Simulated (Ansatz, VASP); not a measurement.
# P in VASP and in Ansatz

```
CELL_PARAMETERS angstrom
2.44555 0.00000 0.00000
0.00000 2.44555 0.00000
0.00000 0.00000 2.44555
ATOMIC_POSITIONS crystal
P 0.00000 0.00000 0.00000
```

Alike in both runs: task relaxation of cell and atoms; functional PBE; k mesh 22 × 22 × 22; occupations gaussian, width 0.1 eV; no spin polarisation.

|  | VASP | Ansatz |
| --- | --- | --- |
| version | VASP 6.6.1 | Ansatz 0.2.0 |
| potentials or method | VASP PAW PBE potentials, release 64 (P), cutoff 500 eV | scalar-relativistic, plane waves, PAW |
| valence electrons in the cell | 5 | 5 |

Ansatz gave:

```
gap on the k mesh at the Fermi level, each at its own relaxed structure (eV) : none
relaxed volume (Å³/atom)                                                     : 14.61
relaxed length of the cell vector where the two differ most in proportion (Å)              : 2.444
```

Question: Estimate VASP's values.

Answer: gap on the k mesh at the Fermi level, each at its own relaxed structure (eV): none; relaxed volume (Å³/atom): 14.57; relaxed length of the cell vector where the two differ most in proportion (Å): 2.443.

A gap of «none» marks a metal or a gap that the smearing closes.
